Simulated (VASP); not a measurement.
A run of VASP 6.6.1:

The input POSCAR:

```
Li
1.0
    4.9072780450      0.0000000000      0.0000000000
   -2.4536390275      4.2498274558      0.0000000000
    0.0000000000      0.0000000000      2.8645658606
Li
3
Direct
    0.0000000000      0.0000000000      0.0000000000
    0.6666666667      0.3333333333      0.5000000000
    0.3333333333      0.6666666667      0.5000000000
```

The input INCAR.step1:

```
ALGO = Normal
EDIFF = 1E-4
ENCUT = 520
GGA = PE
ISMEAR = -1
LASPH = True
LCHARG = False
LREAL = False
LWAVE = True
NBANDS = 12
NELM = 100
PREC = Accurate
SIGMA = 0.2
```

Contents of INCAR.step2:

```
ALGO = Normal
EDIFF = 1E-6
ENCUT = 520
ISIF = 2
ISMEAR = -1
ISTART = 1
LASPH = True
LCHARG = False
LMIXTAU = True
LREAL = False
LWAVE = False
METAGGA = R2SCAN
NBANDS = 12
NELM = 100
PREC = Accurate
SIGMA = 0.2
```

Contents of KPOINTS:

```
k-points
0
Gamma
  7 7 10
```

Potentials or basis: VASP PAW PBE potentials, release 64 (Li_sv).

Run with:

```console
$ cat potpaw_PBE.64/Li_sv/POTCAR > POTCAR
$ cp INCAR.step1 INCAR
$ mpirun -np 1 vasp_std > vasp.out
$ cp INCAR.step2 INCAR
$ mpirun -np 1 vasp_std > vasp.out
```

Hardware: 1 thread of Intel Xeon 8259CL, with other jobs on the host.

Question: Estimate the wall time of this run.

Answer: Run time: 2.8 min on 1 thread of Intel Xeon 8259CL, on a shared host, peak memory 0.18 GiB. Counts: k points 48.
